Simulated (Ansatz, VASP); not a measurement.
# Two plane-wave programs on Be

File INCAR:

```
SYSTEM = Be
  ALGO = Normal
  EDIFF = 1E-8
  ENCUT = 520
  GGA = CA
  GGA_COMPAT = .False.
  ISIF = 2
  ISMEAR = -1
  LASPH = .True.
  LCHARG = .False.
  LEFG = .True.
  LREAL = .False.
  LWAVE = .False.
  NBANDS = 9
  NELM = 120
  PREC = Accurate
  SIGMA = 0.05
```

File KPOINTS:

```
k-points
0
Gamma
  20 20 11
  0 0 0
```

File POSCAR:

```
Be
1.0
    2.2684238240      0.0000000000      0.0000000000
   -1.1342119121      1.9645126582      0.0000000000
    0.0000000000      0.0000000000      3.5522332234
Be
2
Direct
    0.3333333333      0.6666666667      0.2500000000
    0.6666666667      0.3333333333      0.7500000000
```

Input for Ansatz:

```yaml
crystal:
  lattice:
    - [2.268423824, 0.0, 0.0]
    - [-1.1342119121, 1.9645126582, 0.0]
    - [0.0, 0.0, 3.5522332234]
  atoms:
    - { symbol: Be, position: [0.3333333333, 0.6666666667, 0.25] }
    - { symbol: Be, position: [0.6666666667, 0.3333333333, 0.75] }
kpoints:
  mp_grid: { grid: [20, 20, 11] }
scf:
  occupations: { method: fermi_dirac, width: 0.05 }
hamiltonian:
  xc: lda
  pseudopotentials: { kind: paw }
output:
  forces: true
  stress: true
  eigenvalues: true
  efg: { contact_densities: true }
```

Change from the starting cell: functional lda, volume scaled by 0.96, PAW files.

Alike in both runs: task electric field gradients; functional LDA; k mesh 20 × 20 × 11; occupations fermi-dirac, width 0.05 eV; no spin polarisation.

|  | VASP | Ansatz |
| --- | --- | --- |
| version | VASP 6.6.1 | Ansatz 0.2.0 |
| potentials or method | VASP PAW LDA potentials, release 64 (Be) | PAW with Ansatz's default frozen-core files, scalar-relativistic |
| plane-wave cutoff (eV) | 520 | 420 |
| valence electrons in the cell | 4 | 4 |

```tsv
	VASP	Ansatz	Ansatz less VASP
pressure (GPa)	-5.3	-5.7	-0.40
traceless stress, the component that is largest in VASP (GPa)	0.35	0.35	-0.006
size of Vzz on the site where it differs most (V/Å²)	0.6	0.4	-0.26
```

LDA's correlation is that of Perdew and Zunger in VASP and of Perdew and Wang (1992) in Ansatz.
